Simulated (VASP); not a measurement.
## Al16HC: single point with PBEsol

System: Al16HC, a slab with vacuum.

```xyz
18
Lattice="5.7276 0.0000 0.0000 0.0000 5.7276 0.0000 0.0000 0.0000 21.0750" Properties=species:S:1:pos:R:3 pbc="T T T"
Al    1.4319    1.4319    1.0000
Al    4.2957    1.4319    1.0000
Al    1.4319    4.2957    1.0000
Al    4.2957    4.2957    1.0000
Al   -0.0040    0.0001    2.9584
Al    2.8691   -0.0008    2.9598
Al    0.0027    2.8608    2.9599
Al    2.8620    2.8620    2.9636
Al    1.4350    1.4368    5.1150
Al    4.2905    1.4359    5.1275
Al    1.4347    4.2900    5.1157
Al    4.2933    4.2976    5.1156
Al   -0.0072    0.0049    7.0565
Al    2.8720    0.0150    7.0920
Al   -0.0131    2.8595    7.1155
Al    2.8873    2.8410    7.2104
C     4.1030    1.9489    9.0317
H     3.4994    2.3955    9.8319
```

```yaml
Program: VASP 6.6.1
Task: single point
Functional: PBEsol
Potentials_or_basis: VASP PAW PBE potentials, release 64 (Al, C, H)
Cutoff: 520 eV
k_mesh: 3 × 3 × 1
Occupations: fermi-dirac, width 0.15 eV
Spin: no spin polarisation
```

```yaml
Largest_force: 4.177 eV/Å
Band_gap_on_the_k_mesh: zero (an odd number of electrons rules out a gap without spin polarisation)
```

Forces on the atoms (eV/Å):
```
Al  -0.034  0.050 -0.092
Al   0.023 -0.047 -0.058
Al   0.019 -0.052 -0.071
Al  -0.027  0.039 -0.085
Al  -0.016 -0.001  0.292
Al  -0.004  0.015  0.298
Al  -0.014  0.016  0.319
Al   0.015 -0.025  0.281
Al   0.144  0.001 -0.031
Al  -0.077  0.132 -0.098
Al   0.036 -0.026 -0.107
Al  -0.015 -0.165 -0.057
Al   0.092 -0.064  0.285
Al   0.069  0.317  0.530
Al  -0.607 -0.179  1.067
Al   0.570 -0.397  0.955
C   -0.003  0.173 -4.173
H   -0.169  0.212  0.744
```

Levels at points of the mesh, in eV from the Fermi level:
```
           k point  band 25  band 26  band 27  band 28  band 29  band 30
(0.00, 0.00, 0.00)    -0.96    -0.68    -0.65     0.06     0.24     0.25
```

It took 8.3 min on 1 thread of Intel Xeon 8259CL (shared host), peak memory 0.74 GiB.

Caveat: the k points lie up to 0.37 Å⁻¹ apart, too coarse for converged energies and pressures of a metal; there is no dipole correction, which matters where the two faces differ; the PAW data sets were made with another functional, which shifts forces and pressure a little.
